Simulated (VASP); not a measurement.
A run of VASP 6.6.1:

INCAR

```
ALGO = Normal ; EDIFF = 1E-6
ENCUT = 520 ; GGA = CA
ISIF = 2 ; ISMEAR = -1
LASPH = True ; LCHARG = False
LREAL = False ; LWAVE = False
NBANDS = 14 ; NELM = 60
PREC = Accurate ; SIGMA = 0.05
```

KPOINTS

```
k-points
0
Gamma
  13 13 13
```

POSCAR

```
MgAu
1.0
    3.2149540601      0.0000000000      0.0000000000
    0.0000000000      3.2149540601      0.0000000000
    0.0000000000      0.0000000000      3.2149540601
Mg Au
1 1
Direct
    0.5000000000      0.5000000000      0.5000000000
    0.0000000000      0.0000000000      0.0000000000
```

Potentials or basis: VASP PAW LDA potentials, release 64 (Mg, Au).

Run with:

```console
$ cat potpaw_LDA.64/Mg/POTCAR potpaw_LDA.64/Au/POTCAR > POTCAR
$ mpirun -np 1 vasp_std > vasp.out
```

Hardware: 1 thread of Intel Xeon 6975P-C, with other jobs on the host.

Question: How long does it take, and how much memory?

Answer: Run time: 14 s on 1 thread of Intel Xeon 6975P-C, with other jobs on the host, peak memory 0.16 GiB. Counts: scf iterations 11, k points 84.
